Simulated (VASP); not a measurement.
Runs of VASP 6.6.1 on PbS. The structure is that of space group Fm-3m (No. 225), or close to it. The cells are those of the table. 

| task | level | potentials or basis | spin | cell | k mesh | smearing | gap on the mesh (eV) | pressure (GPa) |
| --- | --- | --- | --- | --- | --- | --- | --- | --- |
| dielectric tensor | PBE | VASP PAW PBE potentials, release 64 (Pb_d, S) | off | a = 4.201 Å, angles 60.0°, 2 atoms | 6 × 6 × 6 | gaussian 0.01 eV | 0.38 | - |
| single point | LDA | VASP PAW LDA potentials, release 64 (Pb_d, S) | off | a = 4.201 Å, angles 60.0°, 2 atoms | 8 × 8 × 8 | gaussian 0.01 eV | 0.22 | -2.8 |
| dielectric tensor | r2SCAN | VASP PAW PBE potentials, release 64 (Pb_d, S) | off | a = 4.201 Å, angles 60.0°, 2 atoms | 6 × 6 × 6 | gaussian 0.01 eV | 0.64 | - |
| single point | PBE | VASP PAW PBE potentials, release 64 (Pb_d, S) | off | a = 4.201 Å, angles 60.0°, 2 atoms | 8 × 8 × 8 | fermi-dirac 0.02 eV | 0.38 | (a) |
| single point | PBE+D3(BJ) | VASP PAW PBE potentials, release 64 (Pb_d, S) | off | a = 4.196 Å, angles 60.0°, 2 atoms | 6 × 6 × 6 | fermi-dirac 0.02 eV | 0.37 | -0.1 |
| single point | r2SCAN+rVV10 | VASP PAW PBE potentials, release 64 (Pb_d, S) | off | a = 4.201 Å, angles 60.0°, 2 atoms | 6 × 6 × 6 | fermi-dirac 0.02 eV | (c) | 0.1 |
| single point | r2SCAN | VASP PAW PBE potentials, release 64 (Pb_d, S) | off | a = 4.201 Å, angles 60.0°, 2 atoms | 8 × 8 × 8 | gaussian 0.01 eV | 0.64 | 1.0 |
| single point | PBE | VASP PAW PBE potentials, release 64 (Pb_d, S) | non-collinear, zero start, SOC | a = 4.201 Å, angles 60.0°, 2 atoms | 8 × 8 × 8 | fermi-dirac 0.02 eV | - | (b) |

Alike in all rows: cutoff (eV) 520.

**Question.** Estimate the missing entries.

**Answer.** (a) 1.9; (b) 1.6; (c) 0.60.

Caveats: spin-orbit coupling is left out, which moves the levels of the heavy elements (at least some runs); the PAW data sets were made with another functional, which shifts forces and pressure a little (at least some runs); the gap is small at this level, which inflates the dielectric constant (at least some runs).

A k mesh can miss the band edges, and rows without SOC leave out spin-orbit coupling on Pb.
